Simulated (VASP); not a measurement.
Crystal: Rh.

```
Rh
1.0
     0.00000    1.87220    1.87220
     1.87220    0.00000    1.87220
     1.87220    1.87220    0.00000
Rh
1
Direct
  0.00000 0.00000 0.00000
```

Base run:

```yaml
Program: VASP 6.6.1
Functional: r2SCAN
Potentials_or_basis: VASP PAW PBE potentials, release 64 (Rh_pv)
Cutoff: 520 eV
k_mesh: 12 × 12 × 12
Occupations: fermi-dirac, width 0.05 eV
Spin: no spin polarisation
```

Its results: pressure 15.3 GPa.

**Question.** The run is repeated on the same cell with these changes: functional from r2SCAN to PBE; further incar settings from ALGO = Normal; EDIFF = 1e-06; NBANDS = 14 to ALGO = Fast; EDIFF = 1e-07; NBANDS = 14. What comes out?

**Answer.** Pressure 20.7 GPa.

Caveats: the PAW data sets were made with another functional, which shifts forces and pressure a little (some runs).
